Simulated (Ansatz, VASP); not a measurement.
## SnO2: VASP beside Ansatz

```
Sn O
1.0
    -3.23529   -3.41287    3.41548
    -3.23831    3.41679   -3.41442
     3.23942   -3.41625   -3.41493
Sn O
4 8
Direct
  0.75000 0.25000 0.00000
  0.25000 0.74999 0.99999
  0.00005 0.00000 0.50004
  0.49997 0.50000 0.49996
  0.00000 0.30655 0.80662
  0.55654 0.74994 0.30658
  0.49991 0.80656 0.80652
  0.94347 0.75005 0.69342
  0.05648 0.24990 0.30660
  0.44353 0.25014 0.69344
  0.49998 0.19343 0.19336
  0.00008 0.69344 0.19346
```

Change from the starting cell: cell x1, atoms moved at random (sigma 0.05 Å) and cell strained at random (1.5 %), then relaxed without symmetry.

Alike in both runs: functional PBE; k mesh 4 × 4 × 4; occupations gaussian, width 0.1 eV; no spin polarisation.

Ansatz relaxed the structure, and its values are those at the end. VASP's run is a single point on that final structure, the one shown.

|  | VASP | Ansatz |
| --- | --- | --- |
| version | VASP 6.6.1 | Ansatz 0.2.0 |
| potentials or method | VASP PAW PBE potentials, release 64 (Sn_d, O), cutoff 520 eV | scalar-relativistic, plane waves, PAW |
| valence electrons in the cell | 104 | 104 |

VASP gave:

| Property | Result |
| --- | --- |
| gap on the k mesh at the Fermi level (eV) | 0.67 |
| least direct gap on the mesh (eV) | 0.67 |
| pressure (GPa) | 0.6 |
| rms of the force components (eV/Å) | 0.008 |

Task: What did Ansatz give for the same quantities?

Result: gap on the k mesh at the Fermi level (eV): 0.68; least direct gap on the mesh (eV): 0.68; pressure (GPa): 0.0; rms of the force components (eV/Å): 0.001.
